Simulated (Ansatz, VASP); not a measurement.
**B: VASP beside Ansatz**

```
B
1.0
    -1.15380    1.15380    1.15380
     1.15380   -1.15380    1.15380
     1.15380    1.15380   -1.15380
B
1
Direct
  0.00000 0.00000 0.00000
```

Alike in both runs: task single point; functional PBE; k mesh 18 × 18 × 18; occupations fermi-dirac, width 0.08 eV; no spin polarisation.

|  | VASP | Ansatz |
| --- | --- | --- |
| version | VASP 6.6.1 | Ansatz 0.2.0 |
| potentials or method | VASP PAW PBE potentials, release 64 (B), cutoff 520 eV | all-electron LAPW, non-relativistic |

|  | VASP | Ansatz | Ansatz less VASP |
| --- | --- | --- | --- |
| pressure (GPa) | -0.1 | -0.1 | +0.06 |

Ansatz ran all-electron here, and VASP with PAW potentials.
